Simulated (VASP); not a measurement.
# BaTiO3 (P4mm) in VASP: notebook, part 2 of 2

VASP 6.6.1.

### Step 3. Relaxation of the atoms, PBE (volume scaled by 0.98)

INCAR

```
PREC = Accurate
ENCUT = 520
EDIFF = 1E-6
ISMEAR = -1
SIGMA = 0.02
LREAL = F
LASPH = T
NELM = 60
ALGO = Normal
ISIF = 2
LWAVE = F
LCHARG = F
GGA = PE
IBRION = 2
NSW = 80
EDIFFG = -0.02
```

KPOINTS

```
regular mesh
0
Gamma
  8 8 8
```

POSCAR

```
BaTiO3
1.0
    3.9729548958      0.0000000000      0.0000000000
    0.0000000000      3.9729548958      0.0000000000
    0.0000000000      0.0000000000      3.9910327445
Ba Ti O
1 1 3
Direct
    0.0000000000      0.0000000000     -0.0029689668
    0.5000000000      0.5000000000      0.4826505826
    0.5000000000      0.5000000000      0.0222697536
    0.5000000000      0.0000000000      0.5130243154
    0.0000000000      0.5000000000      0.5130243154
```

Potentials or basis: VASP PAW PBE potentials, release 64 (Ba_sv, Ti_sv, O).

On the command line:

```sh
cat potpaw_PBE.64/Ba_sv/POTCAR potpaw_PBE.64/Ti_sv/POTCAR potpaw_PBE.64/O/POTCAR > POTCAR
mpirun -np 1 vasp_std > vasp.out
```

OUTCAR:

```text
PREC = Accurate
   ENCUT = 520
   EDIFF = 1E-6
   ISMEAR = -1
   LREAL = F
   LASPH = T
   NELM = 60
   ISIF = 2
   GGA = PE
   IBRION = 2
   NSW = 80
   EDIFFG = -0.02

 ion  position               nearest neighbor table
   1  0.000  0.000  0.997-   4 2.77   5 2.77   5 2.77   4 2.77   3 2.81   3 2.81   3 2.81   3 2.81
                             4 2.86   5 2.86   5 2.86   4 2.86   2 3.41   2 3.41   2 3.41   2 3.41
   2  0.500  0.500  0.483-   3 1.84   4 1.99   5 1.99   4 1.99   5 1.99   3 2.15   1 3.41   1 3.41
                             1 3.41   1 3.41   1 3.48   1 3.48   1 3.48   1 3.48
   3  0.500  0.500  0.022-   2 1.84   2 2.15   1 2.81   1 2.81   1 2.81   1 2.81
   4  0.500  0.000  0.513-   2 1.99   2 1.99   1 2.77   1 2.77   1 2.86   1 2.86
   5  0.000  0.500  0.513-   2 1.99   2 1.99   1 2.77   1 2.77   1 2.86   1 2.86

  LATTYP: Found a simple tetragonal cell.
 ALAT       =     3.9729548958
 C/A-ratio  =     1.0045502275

  Lattice vectors:

 A1 = (   3.9729548958,   0.0000000000,   0.0000000000)
 A2 = (   0.0000000000,   3.9729548958,   0.0000000000)
 A3 = (   0.0000000000,   0.0000000000,   3.9910327445)

Analysis of symmetry for initial positions (statically):
=====================================================================
 Subroutine PRICEL returns:
 Original cell was already a primitive cell.

 Routine SETGRP: Setting up the symmetry group for a
 simple tetragonal supercell.

 Subroutine GETGRP returns: Found  8 space group operations
 (whereof  8 operations were pure point group operations)
 out of a pool of 16 trial point group operations.

The static configuration has the point symmetry C_4v.

Analysis of symmetry for dynamics (positions and initial velocities):
=====================================================================
 Subroutine PRICEL returns:
 Original cell was already a primitive cell.

 Routine SETGRP: Setting up the symmetry group for a
 simple tetragonal supercell.

 Subroutine GETGRP returns: Found  8 space group operations
[... 132 lines left out ...]
  Thomas-Fermi vector in A             =   2.529390
   LORBIT       =      0    0 simple, 1 ext, 2 COOP (PROOUT), +10 PAW based schemes
   GGA     = PE    functional components
   LHFCALC =     F    Hartree Fock is set to
   AEXX    =    0.0000 exact exchange contribution
   IVDW    =     0    specifies the selected vdW correction
   LEPSILON=     F    determine dielectric tensor
   LRPA    =     F    only Hartree local field effects (RPA)
 conjugate gradient relaxation of ions
 non-spin polarized calculation
  energy-cutoff  :      520.00
  volume of cell :       63.00
 maximum number of plane-waves:      1743
 NGX is ok and might be reduce to    30
   NGX = 15   NGY = 15   NGZ = 15

--------------------------------------- Ionic step        1  -------------------------------------------

 number of electron      39.9999984 magnetization

 Free energy of the ion-electron system (eV)
  ---------------------------------------------------
  ext. energy  EPLUGINS =         0.00000000
  ---------------------------------------------------
  free energy    TOTEN  =       -39.93033302 eV

  energy without entropy =      -39.93033302  energy(sigma->0) =      -39.93033302

------------------------ aborting loop because EDIFF is reached ----------------------------------------

  FORCE on cell =-STRESS in cart. coord.  units (eV):
  Direction    XX          YY          ZZ          XY          YZ          ZX
  --------------------------------------------------------------------------------------
  -------------------------------------------------------------------------------------
  Total        3.0921648      3.0921648      4.1683037      0.0000000      0.0000000      0.0000000
  in kB       78.6431059     78.6431059    106.0125740      0.0000000      0.0000000      0.0000000
  external PRESSURE =      87.7662620 kB  Pullay stress =       0.0000000 kB
[... 143 lines left out ...]
--------------------------------------- Ionic step        5  -------------------------------------------

 number of electron      39.9999983 magnetization

 Free energy of the ion-electron system (eV)
  ---------------------------------------------------
  ext. energy  EPLUGINS =         0.00000000
  ---------------------------------------------------
  free energy    TOTEN  =       -39.93435137 eV

  energy without entropy =      -39.93435137  energy(sigma->0) =      -39.93435137

 E-fermi :   4.4247     XC(G=0): -11.3486

 val. band max:        4.0120997120   @ k =   0.5000   0.5000   0.5000
 cond. band min:       5.8220908118   @ k =   0.0000   0.0000   0.0000
 fundamental gap:      1.8099910998
 Fermi energy:         4.4247291741

 k-point     1 :       0.0000    0.0000    0.0000
  band No.  band energies     occupation
      1     -52.5032      2.00000
      2     -28.7620      2.00000
      3     -28.7251      2.00000
      4     -28.7251      2.00000
      5     -20.8148      2.00000
      6     -12.9618      2.00000
[... 637 lines left out ...]
     23       7.6706      0.00000
     24       8.8007      0.00000

 [... further k-points ...]
[... 5 lines left out ...]
  --------------------------------------------------------------------------------------
  -------------------------------------------------------------------------------------
  Total        3.0271518      3.0271518      3.4796085      0.0000000      0.0000000      0.0000000
  in kB       76.9896292     76.9896292     88.4969695      0.0000000      0.0000000      0.0000000
  external PRESSURE =      80.8254093 kB  Pullay stress =       0.0000000 kB
[... 20 lines left out ...]
  FREE ENERGIE OF THE ION-ELECTRON SYSTEM (eV)
  ---------------------------------------------------
  free  energy   TOTEN  =       -39.9343513689 eV

  energy  without entropy=      -39.9343513689  energy(sigma->0) =      -39.93435137

 reached required accuracy - stopping structural energy minimisation
```

OSZICAR:

```text
N       E                     dE             d eps       ncg     rms          rms(c)
DAV:   1     0.456532476623E+03    0.45653E+03   -0.21591E+04  3600   0.182E+03
DAV:   2    -0.368497386076E+01   -0.46022E+03   -0.45254E+03  4456   0.491E+02
[... 38 lines left out ...]
       N       E                     dE             d eps       ncg     rms          rms(c)
DAV:   1    -0.399337280514E+02    0.44011E-03   -0.17949E-01  3608   0.428E+00    0.659E-02
DAV:   2    -0.399343556957E+02   -0.62764E-03   -0.73876E-03  3760   0.640E-01    0.366E-02
DAV:   3    -0.399343581319E+02   -0.24362E-05   -0.29823E-04  4976   0.118E-01    0.203E-02
DAV:   4    -0.399343510721E+02    0.70598E-05   -0.39370E-05  4632   0.570E-02    0.824E-03
DAV:   5    -0.399343513689E+02   -0.29678E-06   -0.79593E-06  4016   0.227E-02
   5 F= -.39934351E+02 E0= -.39934351E+02  d E =-.610136E-03
```

Wall time 1.9 min (1 thread of Intel Xeon 6975P-C (Granite Rapids), shared host); peak memory 0.25 GiB.

Results:

```yaml
Free_energy: -39.9344 eV
Energy_gained_by_relaxing: 0.8 meV/atom
Ionic_steps: 5
Pressure_after_relaxing: 8.1 GPa
Largest_force_after_relaxing: 0.011 eV/Å
Band_gap_on_the_k_mesh: 1.81 eV, indirect (least direct gap 2.09 eV)
```

Forces in eV/Å, atoms in the order of the input:
```
Ba   0.000  0.000  0.010
Ti   0.000  0.000 -0.004
O    0.000  0.000 -0.011
O    0.000  0.000  0.003
O    0.000  0.000  0.003
```

Stress tensor (GPa, compression positive):
```
7.70 0.00 0.00
0.00 7.70 0.00
0.00 0.00 8.85
```

The path:
```tsv
step	energy change (eV)	largest force (eV/Å)	pressure (GPa)
1	0.0000	0.2396	8.78
2	-0.0031	0.0688	8.33
3	-0.0034	0.0607	8.15
4	-0.0038	0.0372	8.11
5	-0.0040	0.0112	8.08
```

Final structure:
```xyz
5
Lattice="3.9730 0.0000 0.0000 0.0000 3.9730 0.0000 0.0000 0.0000 3.9910" Properties=species:S:1:pos:R:3 pbc="T T T"
Ba    0.0000    0.0000    3.9901
Ti    1.9865    1.9865    1.9458
O     1.9865    1.9865    0.0714
O     1.9865    0.0000    2.0410
O     0.0000    1.9865    2.0410
```

Levels at points of the mesh, in eV from the valence-band top:
| k point | band 17 | band 18 | band 19 | band 20 | band 21 | band 22 | band 23 | band 24 |
| --- | --- | --- | --- | --- | --- | --- | --- | --- |
| (0.00, 0.00, 0.00) | -1.16 | -0.29 | -0.28 | -0.28 | 1.81 | 2.02 | 2.02 | 4.10 |
| (0.50, 0.00, 0.00) | -1.86 | -1.75 | -0.94 | -0.85 | 2.16 | 3.59 | 3.63 | 4.16 |
| (0.50, 0.50, 0.00) | -1.77 | -0.97 | -0.97 | -0.09 | 3.64 | 3.64 | 4.04 | 4.86 |
| (0.00, 0.00, 0.50) | -1.98 | -1.98 | -0.71 | -0.71 | 1.98 | 3.65 | 3.65 | 4.10 |
| (0.50, 0.00, 0.50) | -1.72 | -0.90 | -0.88 | -0.18 | 3.61 | 3.66 | 4.03 | 4.97 |
| (0.50, 0.50, 0.50) | -2.42 | -0.09 | -0.09 | 0.00 | 4.29 | 4.29 | 4.29 | 6.64 |

Caveat: spin-orbit coupling is left out, which moves the levels of the heavy elements. A k mesh can miss the band edges.
